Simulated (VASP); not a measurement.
Input of a VASP 6.6.1 run:

Contents of INCAR:

```
SYSTEM = SnSb3
PREC = Accurate
ENCUT = 520
EDIFF = 1E-6
ISMEAR = 0
SIGMA = 0.1
LREAL = .False.
LASPH = .True.
NELM = 60
ALGO = Normal
ISIF = 2
LWAVE = .False.
LCHARG = .False.
GGA = PE
NBANDS = 22
```

Contents of KPOINTS:

```
Automatic mesh
0
Gamma
  6 6 6
  0 0 0
```

The input POSCAR:

```
SnSb3
1.0
   -2.3075113593      2.3075113593      5.1544409585
    2.3075113593     -2.3075113593      5.1544409585
    2.3075113593      2.3075113593     -5.1544409585
Sn Sb
1 3
Direct
    0.0000000000      0.0000000000      0.0000000000
    0.5000000000      0.5000000000      0.0000000000
    0.2500000000      0.7500000000      0.5000000000
    0.7500000000      0.2500000000      0.5000000000
```

Potentials or basis: VASP PAW PBE potentials, release 64 (Sn_d, Sb).

The run is started by

```sh
$ cat potpaw_PBE.64/Sn_d/POTCAR potpaw_PBE.64/Sb/POTCAR > POTCAR
$ mpirun -np 1 vasp_std > vasp.out
```

**Question.** Predict the pressure.

**Answer.** 0.9 GPa.

**Question.** Predict the band gap on the k mesh.

**Answer.** Zero (an odd number of electrons rules out a gap without spin polarisation).

Stress tensor (GPa, compression positive):
```
1.18 0.00 0.00
0.00 1.18 0.00
0.00 0.00 0.47
```

Caveat: spin-orbit coupling is left out, which moves the levels of the heavy elements.
